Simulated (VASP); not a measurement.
A run of VASP 6.6.1 is set up as follows.

INCAR

```
SYSTEM = CaGe2N3
  PREC = Accurate
  ENCUT = 910
  EDIFF = 1E-6
  ISMEAR = 0
  SIGMA = 0.2
  LREAL = .FALSE.
  LASPH = .TRUE.
  NELM = 120
  ALGO = Normal
  ISIF = 2
  LWAVE = .FALSE.
  LCHARG = .FALSE.
  GGA = PE
  NBANDS = 36
  GGA_COMPAT = .FALSE.
```

Contents of KPOINTS:

```
Automatic mesh
0
G
  5 5 2
  0 0 0
```

POSCAR

```
CaGe2N3
1.0
    3.4302384278      0.0000000000      0.0000000000
   -1.7151192139      2.9706736195      0.0000000000
    0.0000000000      0.0000000000      8.5274536501
Ca Ge N
1 2 3
Direct
    0.3333333333      0.6666666667      0.6634711028
    0.0000000000      0.0000000000      1.0117116678
    0.6666666667      0.3333333333      0.3326507824
    0.0000000000      0.0000000000      0.2442986188
    0.6666666667      0.3333333333      0.5392451211
    0.3333333333      0.6666666667      0.9586226970
```

Potentials or basis: VASP PAW PBE potentials, release 64 (Ca_sv, Ge_d, N_h).

Launch:

```sh
$ cat potpaw_PBE.64/Ca_sv/POTCAR potpaw_PBE.64/Ge_d/POTCAR potpaw_PBE.64/N_h/POTCAR > POTCAR
$ mpirun -np 1 vasp_std > vasp.out
```

Task: Estimate the largest force.

Result: 0.132 eV/Å.

Task: Estimate the pressure.

Result: -0.3 GPa.

Forces on the atoms (eV/Å):
```
Ca   0.000  0.000  0.032
Ge   0.000  0.000  0.007
Ge   0.000  0.000  0.103
N    0.000  0.000 -0.008
N    0.000  0.000 -0.132
N    0.000  0.000 -0.001
```

Caveat: the k points lie up to 0.42 Å⁻¹ apart; the cutoff is under 1.25 times the usual one of these potentials, so pressure, stress and relaxed cells hold a basis-set (Pulay) error.
